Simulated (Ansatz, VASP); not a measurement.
## CdSe: VASP beside Ansatz

```
CELL_PARAMETERS angstrom
0.00000 3.05275 3.05275
3.05275 0.00000 3.05275
3.05275 3.05275 0.00000
ATOMIC_POSITIONS crystal
Cd 0.00000 0.00000 0.00000
Se 0.25000 0.25000 0.25000
```

Change from the starting cell: hydrostatic strain -0.5%.

Alike in both runs: task single point; functional PBE; k mesh 8 × 8 × 8; occupations fermi-dirac, width 0.02 eV; no spin polarisation.

|  | VASP | Ansatz |
| --- | --- | --- |
| version | VASP 6.6.1 | Ansatz 0.2.0 |
| potentials or method | VASP PAW PBE potentials, release 64 (Cd, Se) | plane waves, PAW |
| plane-wave cutoff (eV) | 520 | 420 |
| valence electrons in the cell | 18 | 36 |

```csv
,VASP,Ansatz,Ansatz less VASP
pressure (GPa),2.5,2.2,-0.31
```

With one functional, cell and mesh, what is left measures potentials, basis and numerics. VASP's potentials hold 18 valence electrons a cell and Ansatz's 36, so a difference there can come from the potentials and not from the codes.
